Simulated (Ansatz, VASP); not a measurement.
**Li3Br in VASP and in Ansatz**

```
Li Br
1.0
     3.10107    1.79041    2.53044
    -3.10107    1.79041    2.53044
     0.00000   -3.58081    2.53044
Li Br
3 1
Direct
  0.50000 0.00193 0.99807
  0.00193 0.99807 0.50000
  0.99807 0.50000 0.00193
  0.00000 0.00000 0.00000
```

Change from the starting cell: species swapped into the ScF3 type (R32, No. 155).

Alike in both runs: task single point; functional PBE; k mesh 6 × 6 × 6; occupations gaussian, width 0.1 eV; no spin polarisation.

```csv
,VASP,Ansatz
version,VASP 6.6.1,Ansatz 0.2.0
potentials or method,"VASP PAW PBE potentials, release 64 (Li_sv, Br), cutoff 520 eV","scalar-relativistic, plane waves, PAW"
valence electrons in the cell,16,16
```

|  | VASP | Ansatz | Ansatz less VASP |
| --- | --- | --- | --- |
| gap on the k mesh at the Fermi level (eV) | none | none | - |
| rms of the force components (eV/Å) | 0.006 | 0.005 | -0.0001 |

Atom by atom the forces differ by 0.000 eV/Å (rms over components). A gap of «none» marks a metal or a gap that the smearing closes.

Noted on VASP's run: the cutoff is short for stress, so the pressure is rough.
